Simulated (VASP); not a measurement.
# Zn4SiN (F-43m) in VASP: a series of runs

Zn4SiN is run at these levels: PBE; tasks: single point, relaxation of cell and atoms.

Program: VASP 6.6.1. These are calculated values, not measurements. Logs are shortened: lines on timing, memory, paths and dates and some standing lists are left out, and cuts for length are marked.

## Step 1: The cell of the first run

It takes space group F-43m (No. 216, cubic). The conventional cell has a = 6.711 Å, b = 6.711 Å, c = 6.711 Å, α = 90.00°, β = 90.00°, γ = 90.00°. Zn (site symmetry 3m) has 6 Zn at 2.37 to 2.38 Å and 3 Si at 2.78 Å and 3 N at 2.78 Å within 3.1 Å. Within 3.7 Å of Si (site symmetry -43m) lie 12 Zn at 2.78 Å and 4 N at 2.91 Å. Within 3.7 Å of N (site symmetry -43m) lie 12 Zn at 2.78 Å and 4 Si at 2.91 Å.

The cell was generated, and may not be a known phase.

## Step 2: Single point, PBE

File INCAR:

```
SYSTEM = Zn4SiN
ALGO = Normal ; EDIFF = 1E-6
ENCUT = 520 ; GGA = PE
ISIF = 2 ; ISMEAR = 0
LASPH = .TRUE. ; LCHARG = .FALSE.
LREAL = .FALSE. ; LWAVE = .FALSE.
NBANDS = 38 ; NELM = 60
PREC = Accurate ; SIGMA = 0.1
```

File KPOINTS:

```
k-points
0
G
  4 4 4
  0 0 0
```

File POSCAR:

```
Zn4SiN
1.0
    0.0000000000      3.3556354700      3.3556354700
    3.3556354700      0.0000000000      3.3556354700
    3.3556354700      3.3556354700      0.0000000000
Zn Si N
4 1 1
Direct
    0.3748045600      0.3748045600      0.8755863300
    0.8755863300      0.3748045600      0.3748045600
    0.3748045600      0.3748045600      0.3748045600
    0.3748045600      0.8755863300      0.3748045600
    0.0000000000      0.0000000000      0.0000000000
    0.7500000000      0.7500000000      0.7500000000
```

Potentials or basis: VASP PAW PBE potentials, release 64 (Zn, Si, N).

Run with:

```sh
> cat potpaw_PBE.64/Zn/POTCAR potpaw_PBE.64/Si/POTCAR potpaw_PBE.64/N/POTCAR > POTCAR
> mpirun -np 1 vasp_std > vasp.out
```

OUTCAR:

```text
SYSTEM = Zn4SiN
   EDIFF = 1E-6
   ENCUT = 520
   GGA = PE
   ISIF = 2
   ISMEAR = 0
   LASPH = .TRUE.
   LREAL = .FALSE.
   NELM = 60
   PREC = Accurate

 ion  position               nearest neighbor table
   1  0.375  0.375  0.876-   2 2.37   3 2.37   4 2.37   4 2.38   2 2.38   3 2.38   5 2.78   5 2.78
                             5 2.78
   2  0.876  0.375  0.375-   1 2.37   3 2.37   4 2.37   4 2.38   1 2.38   3 2.38   5 2.78   5 2.78
                             5 2.78
   3  0.375  0.375  0.375-   1 2.37   2 2.37   4 2.37   2 2.38   4 2.38   1 2.38   5 2.78   5 2.78
                             5 2.78
   4  0.375  0.876  0.375-   1 2.37   2 2.37   3 2.37   2 2.38   1 2.38   3 2.38   5 2.78   5 2.78
                             5 2.78
   5  0.000  0.000  0.000-   2 2.78   4 2.78   1 2.78   2 2.78   1 2.78   4 2.78   3 2.78   3 2.78
                             3 2.78   1 2.78   2 2.78   4 2.78
   6  0.750  0.750  0.750-

  LATTYP: Found a face centered cubic cell.
 ALAT       =     6.7112709400

  Lattice vectors:

 A1 = (   0.0000000000,   3.3556354700,   3.3556354700)
 A2 = (   3.3556354700,   0.0000000000,   3.3556354700)
 A3 = (   3.3556354700,   3.3556354700,   0.0000000000)

Analysis of symmetry for initial positions (statically):
=====================================================================
 Subroutine PRICEL returns:
 Original cell was already a primitive cell.

 Routine SETGRP: Setting up the symmetry group for a
 face centered cubic supercell.

 Subroutine GETGRP returns: Found 24 space group operations
 (whereof 24 operations were pure point group operations)
 out of a pool of 48 trial point group operations.

The static configuration has the point symmetry T_d .

Analysis of symmetry for dynamics (positions and initial velocities):
=====================================================================
 Subroutine PRICEL returns:
 Original cell was already a primitive cell.

 Routine SETGRP: Setting up the symmetry group for a
 face centered cubic supercell.

 Subroutine GETGRP returns: Found 24 space group operations
 (whereof 24 operations were pure point group operations)
 out of a pool of 48 trial point group operations.

The dynamic configuration has the point symmetry T_d .

 Subroutine INISYM returns: Found 24 space group operations
 (whereof 24 operations are pure point group operations),
 and found     1 'primitive' translations

----------------------------------------------------------------------------------------

                                     Primitive cell

  volume of cell :      75.5709

  direct lattice vectors                    reciprocal lattice vectors
     0.000000000  3.355635470  3.355635470    -0.149003074  0.149003074  0.149003074
     3.355635470  0.000000000  3.355635470     0.149003074 -0.149003074  0.149003074
     3.355635470  3.355635470  0.000000000     0.149003074  0.149003074 -0.149003074

  length of vectors
     4.745585192  4.745585192  4.745585192     0.258080895  0.258080895  0.258080895

  position of ions in fractional coordinates (direct lattice)
     0.374804560  0.374804560  0.875586330
     0.875586330  0.374804560  0.374804560
     0.374804560  0.374804560  0.374804560
     0.374804560  0.875586330  0.374804560
     0.000000000  0.000000000  0.000000000
     0.750000000  0.750000000  0.750000000

  ion indices of the primitive-cell ions
   primitive index   ion index
                 1           1
                 2           2
                 3           3
                 4           4
                 5           5
                 6           6

----------------------------------------------------------------------------------------

 KPOINTS: k-points

Automatic generation of k-mesh.
 Grid dimensions read from file:
 generate k-points for:    4    4    4

 Generating k-lattice:

  Cartesian coordinates                     Fractional coordinates (reciprocal lattice)
    -0.037250768  0.037250768  0.037250768     0.250000000  0.000000000  0.000000000
[... 46 lines left out ...]
 maximum number of plane-waves:      2085
   NGX = 17   NGY = 17   NGZ = 17

 number of electron      56.9999949 magnetization

 Free energy of the ion-electron system (eV)
  ---------------------------------------------------
  ext. energy  EPLUGINS =         0.00000000
  ---------------------------------------------------
  free energy    TOTEN  =       -12.22976115 eV

  energy without entropy =      -12.20681248  energy(sigma->0) =      -12.21828681

 E-fermi :   5.2825     XC(G=0): -12.0073

 val. band max:        5.2799059975   @ k =   0.5000   0.2500   0.0000
 cond. band min:       5.5100464045   @ k =  -0.2500   0.2500   0.0000
 fundamental gap:      0.2301404070
 Fermi energy:         5.2824666291

 k-point     1 :       0.0000    0.0000    0.0000
  band No.  band energies     occupation
      1      -8.8469      2.00000
      2      -5.7063      2.00000
      3      -4.2163      2.00000
      4      -4.2163      2.00000
      5      -4.2163      2.00000
      6      -3.8313      2.00000
[... 30 lines left out ...]
     37      11.5259      0.00000
     38      11.5259      0.00000

 k-point     2 :       0.2500    0.0000    0.0000
  band No.  band energies     occupation
      1      -8.4954      2.00000
      2      -5.6081      2.00000
      3      -4.3970      2.00000
      4      -4.1066      2.00000
      5      -4.0666      2.00000
      6      -4.0666      2.00000
[... 30 lines left out ...]
     37      12.2091      0.00000
     38      12.2091      0.00000

 k-point     3 :       0.5000    0.0000    0.0000
  band No.  band energies     occupation
      1      -8.0458      2.00000
      2      -5.5390      2.00000
      3      -4.6097      2.00000
      4      -3.9456      2.00000
      5      -3.9302      2.00000
      6      -3.9302      2.00000
[... 30 lines left out ...]
     37      13.1219      0.00000
[... 125 lines left out ...]
 k-point     7 :       0.5000    0.5000    0.0000
  band No.  band energies     occupation
      1      -7.8936      2.00000
      2      -4.8368      2.00000
      3      -4.4992      2.00000
      4      -4.1664      2.00000
      5      -3.6812      2.00000
      6      -3.6631      2.00000
[... 30 lines left out ...]
     37      12.3276      0.00000
     38      12.3276      0.00000

 k-point     8 :      -0.2500    0.5000    0.2500
  band No.  band energies     occupation
      1      -7.8696      2.00000
      2      -4.5190      2.00000
      3      -4.5118      2.00000
      4      -4.3936      2.00000
      5      -3.7795      2.00000
      6      -3.7456      2.00000
[... 30 lines left out ...]
     37      12.8879      0.00000
     38      13.7984      0.00000

------------------------ aborting loop because EDIFF is reached ----------------------------------------

  FORCE on cell =-STRESS in cart. coord.  units (eV):
  Direction    XX          YY          ZZ          XY          YZ          ZX
  --------------------------------------------------------------------------------------
  -------------------------------------------------------------------------------------
  Total        8.2581819      8.2581819      8.2581819      0.0000000      0.0000000     -0.0000000
  in kB      175.0816795    175.0816795    175.0816795      0.0000000      0.0000000     -0.0000000
  external PRESSURE =     175.0816795 kB  Pullay stress =       0.0000000 kB

 VOLUME and BASIS-vectors are now :
 -----------------------------------------------------------------------------
  energy-cutoff  :      520.00
  volume of cell :       75.57
      direct lattice vectors                 reciprocal lattice vectors
     0.000000000  3.355635470  3.355635470    -0.149003074  0.149003074  0.149003074
     3.355635470  0.000000000  3.355635470     0.149003074 -0.149003074  0.149003074
     3.355635470  3.355635470  0.000000000     0.149003074  0.149003074 -0.149003074

 POSITION                                       TOTAL-FORCE (eV/Angst)
 -----------------------------------------------------------------------------------
      4.19586      4.19586      2.51541        -0.094201     -0.094201      0.094201
      2.51541      4.19586      4.19586         0.094201     -0.094201     -0.094201
      2.51541      2.51541      2.51541         0.094201      0.094201      0.094201
      4.19586      2.51541      4.19586        -0.094201      0.094201     -0.094201
      0.00000      0.00000      0.00000         0.000000      0.000000      0.000000
      5.03345      5.03345      5.03345         0.000000      0.000000      0.000000
 -----------------------------------------------------------------------------------
    total drift:                               -0.000009     -0.000009     -0.000010

  FREE ENERGIE OF THE ION-ELECTRON SYSTEM (eV)
  ---------------------------------------------------
  free  energy   TOTEN  =       -12.2297611458 eV

  energy  without entropy=      -12.2068124813  energy(sigma->0) =      -12.21828681
```

Run time: 60 s. Hardware: 1 thread of Oxide Virtual Turin-like, shared host; peak memory 0.17 GiB.

Results:

- Free energy: -12.2298 eV
- Pressure: 17.5 GPa
- Largest force: 0.163 eV/Å
- Band gap on the k mesh: zero (an odd number of electrons rules out a gap without spin polarisation)

Forces in eV/Å, atoms in the order of the input:
```
Zn  -0.094 -0.094  0.094
Zn   0.094 -0.094 -0.094
Zn   0.094  0.094  0.094
Zn  -0.094  0.094 -0.094
Si   0.000  0.000  0.000
N    0.000  0.000  0.000
```

Levels at points of the mesh, in eV from the Fermi level:
```csv
k point,band 25,band 26,band 27,band 28,band 29,band 30,band 31,band 32,band 33,band 34
"(0.00, 0.00, 0.00)",-3.13,-3.13,-1.93,-1.71,-1.71,-1.71,1.60,1.60,2.14,2.14
"(0.50, 0.00, 0.00)",-3.58,-3.58,-1.83,-1.83,-0.35,0.94,1.94,1.94,4.36,4.36
"(0.50, 0.50, 0.00)",-4.90,-4.90,-0.12,-0.12,0.53,0.53,4.77,4.84,4.84,5.06
```

Caveat: the k points lie up to 0.41 Å⁻¹ apart, too coarse for converged energies and pressures of a metal.

## Step 3: Single point, PBE, collinear spin, ferromagnetic start

File INCAR:

```
PREC = Accurate
ENCUT = 520
EDIFF = 1E-7
ISMEAR = 0
SIGMA = 0.1
LREAL = False
LASPH = True
NELM = 150
ALGO = Normal
ISIF = 2
LWAVE = False
LCHARG = False
ISPIN = 2
MAGMOM = 0 0 0 0 0 1
LORBIT = 11
GGA = PE
NBANDS = 42
```

File KPOINTS:

```
regular mesh
0
Gamma
  4 4 4
```

POSCAR is that of step 2.

Potentials or basis: VASP PAW PBE potentials, release 64 (Zn, Si, N).

Run with:

```sh
> cat potpaw_PBE.64/Zn/POTCAR potpaw_PBE.64/Si/POTCAR potpaw_PBE.64/N/POTCAR > POTCAR
> mpirun -np 1 vasp_std > vasp.out
```

Run time: 3.4 min. Hardware: 1 thread of Oxide Virtual Turin-like, shared host; peak memory 0.22 GiB.

The run converged. Its results:

| Property | Result |
| --- | --- |
| Free energy | -12.2859 eV |
| Pressure | 18.4 GPa |
| Largest force | 0.168 eV/Å |
| Net moment | 1.06 μB per cell |
| Site moments | Zn +0.00; Si +0.04; N +0.74 μB |
| Valence electrons inside the program's atomic spheres | Zn 11.01; Si 1.54; N 3.41 |

Forces in eV/Å, atoms in the order of the input:
```
Zn  -0.097 -0.097  0.097
Zn   0.097 -0.097 -0.097
Zn   0.097  0.097  0.097
Zn  -0.097  0.097 -0.097
Si   0.000  0.000  0.000
N    0.000  0.000  0.000
```

Levels at points of the mesh, in eV from the Fermi level:
Spin up:
| k point | band 27 | band 28 | band 29 | band 30 | band 31 | band 32 |
| --- | --- | --- | --- | --- | --- | --- |
| (0.00, 0.00, 0.00) | -2.01 | -2.00 | -2.00 | -2.00 | 1.52 | 1.52 |
| (0.50, 0.00, 0.00) | -2.01 | -2.01 | -1.04 | 0.79 | 1.57 | 1.57 |
| (0.50, 0.50, 0.00) | -0.85 | -0.27 | -0.09 | -0.09 | 4.65 | 4.73 |
Spin down:
```tsv
k point	band 26	band 27	band 28	band 29	band 30	band 31
(0.00, 0.00, 0.00)	-3.02	-2.00	-1.58	-1.58	-1.58	1.50
(0.50, 0.00, 0.00)	-3.45	-1.83	-1.83	0.11	0.95	2.16
(0.50, 0.50, 0.00)	-4.88	-0.14	0.42	0.98	0.98	4.73
```

Caveat: the k points lie up to 0.41 Å⁻¹ apart.

## Step 4: Single point, PBE, collinear spin, ferromagnetic start

This run uses another cell than the first one, of 14.65 Å³/atom.

File INCAR:

```
SYSTEM = Zn4SiN
PREC = Accurate
ENCUT = 520
EDIFF = 1E-6
ISMEAR = 0
SIGMA = 0.1
LREAL = .False.
LASPH = .True.
NELM = 150
ALGO = Normal
ISIF = 2
LWAVE = .False.
LCHARG = .False.
ISPIN = 2
MAGMOM = 0 0 0 0 0 1
LORBIT = 11
GGA = PE
NBANDS = 42
```

File KPOINTS:

```
Automatic mesh
0
Gamma
  4 4 4
  0 0 0
```

File POSCAR:

```
Zn4SiN
1.0
    0.0000000000      3.5290153903      3.5290153903
    3.5290153903      0.0000000000      3.5290153903
    3.5290153903      3.5290153903      0.0000000000
Zn Si N
4 1 1
Direct
    0.3751007638      0.3751007638      0.8746977085
    0.8746977085      0.3751007638      0.3751007638
    0.3751007638      0.3751007638      0.3751007638
    0.3751007638      0.8746977085      0.3751007638
    0.0000000000      0.0000000000      0.0000000000
    0.7500000000      0.7500000000      0.7500000000
```

Run with:

```sh
> cat potpaw_PBE.64/Zn/POTCAR potpaw_PBE.64/Si/POTCAR potpaw_PBE.64/N/POTCAR > POTCAR
> mpirun -np 1 vasp_std > vasp.out
```

It took 2.6 min on 1 thread of Oxide Virtual Turin-like, shared host; peak memory 0.27 GiB.

Results (log left out):

* Free energy: -12.9177 eV
* Pressure: 0.4 GPa
* Net moment: 1.12 μB per cell
* Site moments: Zn -0.01; Si +0.01; N +0.85 μB
* Valence electrons inside the program's atomic spheres: Zn 10.82; Si 1.50; N 3.36

Levels at points of the mesh, in eV from the Fermi level:
Spin up:
```csv
k point,band 26,band 27,band 28,band 29,band 30,band 31,band 32,band 33
"(0.00, 0.00, 0.00)",-3.06,-2.22,-1.83,-1.83,-1.83,1.32,1.32,1.32
"(0.50, 0.00, 0.00)",-3.50,-1.93,-1.93,-1.26,0.36,1.14,1.14,3.72
"(0.50, 0.50, 0.00)",-4.70,-1.07,-0.34,-0.34,-0.34,3.81,3.90,3.90
```
Spin down:
```tsv
k point	band 25	band 26	band 27	band 28	band 29	band 30	band 31	band 32
(0.00, 0.00, 0.00)	-2.47	-2.47	-2.24	-1.38	-1.38	-1.38	1.51	1.51
(0.50, 0.00, 0.00)	-2.92	-2.92	-1.74	-1.74	-0.06	0.64	1.83	1.83
(0.50, 0.50, 0.00)	-4.42	-4.42	-0.26	0.39	0.92	0.92	3.90	3.90
```

Caveat: the k points lie up to 0.39 Å⁻¹ apart.

## Step 5: Relaxation of cell and atoms, PBE, collinear spin, ferromagnetic start

File INCAR:

```
ALGO = Normal
EDIFF = 1E-7
EDIFFG = -0.04
ENCUT = 600
GGA = PE
IBRION = 2
ISIF = 3
ISMEAR = 0
ISPIN = 2
LASPH = True
LCHARG = False
LORBIT = 11
LREAL = False
LWAVE = False
MAGMOM = 0 0 0 0 0 1
NELM = 150
NSW = 90
PREC = Accurate
SIGMA = 0.1
```

File KPOINTS:

```
k-points
0
Gamma
  4 4 4
```

File POSCAR:

```
Zn4SiN
1.0
    0.0000000000      3.3556354700      3.3556354700
    3.3556354700      0.0000000000      3.3556354700
    3.3556354700      3.3556354700      0.0000000000
Zn Si N
4 1 1
Direct
    0.3748045600      0.3748045600      0.8755863300
    0.8755863300      0.3748045600      0.3748045600
    0.3748045600      0.3748045600      0.3748045600
    0.3748045600      0.8755863300      0.3748045600
    0.0000000000      0.0000000000      0.0000000000
    0.7500000000      0.7500000000      0.7500000000
```

Run with:

```sh
> cat potpaw_PBE.64/Zn/POTCAR potpaw_PBE.64/Si/POTCAR potpaw_PBE.64/N/POTCAR > POTCAR
> mpirun -np 1 vasp_std > vasp.out
```

Wall time 9.2 min (1 thread of Oxide Virtual Turin-like, shared host); peak memory 0.26 GiB.

Results (log left out):

```
Free energy                                           : -12.9131 eV
Relaxed volume                                        : 14.75 Å³/atom
Relaxed cell                                          : a = 5.003 Å, b = 5.003 Å, c = 5.003 Å, α = 60.00°, β = 60.00°, γ = 60.00°
Space group after relaxing (to 0.1 Å)                 : F-43m (No. 216)
Energy gained by relaxing                             : 104.4 meV/atom
Ionic steps                                           : 5
Pressure after relaxing                               : -0.1 GPa
Largest force after relaxing                          : 0.020 eV/Å
Net moment                                            : 1.13 μB per cell
Site moments                                          : Zn -0.01; Si +0.01; N +0.86 μB
Valence electrons inside the program's atomic spheres : Zn 10.81; Si 1.50; N 3.36
```

Forces on the atoms (eV/Å):
```
Zn  -0.011 -0.011  0.011
Zn   0.011 -0.011 -0.011
Zn   0.011  0.011  0.011
Zn  -0.011  0.011 -0.011
Si   0.000  0.000  0.000
N    0.000  0.000  0.000
```

The path:
```tsv
step	energy change (eV)	largest force (eV/Å)	pressure (GPa)	volume (Å³)
1	0.0000	0.1683	18.28	75.57
2	-0.5843	0.1214	-3.11	92.41
3	-0.6260	0.0840	0.15	88.22
4	-0.6260	0.0869	-0.09	88.49
5	-0.6265	0.0197	-0.12	88.53
```

Final structure:
```
CELL_PARAMETERS angstrom
0.00000 3.53741 3.53741
3.53741 0.00000 3.53741
3.53741 3.53741 0.00000
ATOMIC_POSITIONS crystal
Zn 0.37504 0.37504 0.87489
Zn 0.87489 0.37504 0.37504
Zn 0.37504 0.37504 0.37504
Zn 0.37504 0.87489 0.37504
Si 0.00000 0.00000 0.00000
N 0.75000 0.75000 0.75000
```

Levels at points of the mesh, in eV from the Fermi level:
Spin up:
```tsv
k point	band 27	band 28	band 29	band 30	band 31	band 32
(0.00, 0.00, 0.00)	-2.22	-1.83	-1.83	-1.83	1.29	1.29
(0.50, 0.00, 0.00)	-1.92	-1.92	-1.27	0.34	1.12	1.12
(0.50, 0.50, 0.00)	-1.08	-0.36	-0.36	-0.35	3.77	3.87
```
Spin down:
```
           k point  band 24  band 25  band 26  band 27  band 28  band 29  band 30  band 31  band 32  band 33
(0.00, 0.00, 0.00)    -2.45    -2.45    -2.45    -2.24    -1.38    -1.38    -1.38     1.49     1.49     1.49
(0.50, 0.00, 0.00)    -3.90    -2.90    -2.90    -1.74    -1.74    -0.07     0.63     1.81     1.81     3.81
(0.50, 0.50, 0.00)    -5.49    -4.40    -4.40    -0.27     0.39     0.91     0.91     3.86     3.86     3.86
```

Caveat: the k points lie up to 0.38 Å⁻¹ apart in the final cell; the volume moved by over 15 % at a fixed basis, so the end points are rough.

## Step 6: Overview

```csv
task,spin,cell,cutoff (eV),gap on the mesh (eV),pressure (GPa),moment (μB),largest force (eV/Å)
single point,off,"a = 4.746 Å, angles 60.0°, 6 atoms, atomic positions A",520,none,17.5,-,0.16
single point,"collinear, ferromagnetic start","a = 4.746 Å, angles 60.0°, 6 atoms, atomic positions A",520,none,18.4,1.06,0.17
single point,"collinear, ferromagnetic start","a = 4.991 Å, angles 60.0°, 6 atoms, atomic positions B",520,none,0.4,1.12,-
relaxation of cell and atoms,"collinear, ferromagnetic start","relaxed from a = 4.746 Å, angles 60.0°, 6 atoms, atomic positions A",600,none,-0.1,1.13,0.02
```

Alike in all rows: level PBE; potentials or basis VASP PAW PBE potentials, release 64 (Zn, Si, N); k mesh 4 × 4 × 4; smearing gaussian 0.1 eV.

Caveats: all runs use coarse meshes; the volume moved by over 15 % at a fixed basis, so the end points are rough (at least some runs).

Total energies depend on the potentials used, so only differences within one code and one set of settings carry meaning.

The gap in the log of VASP goes by the Fermi energy; the results here count the filled bands.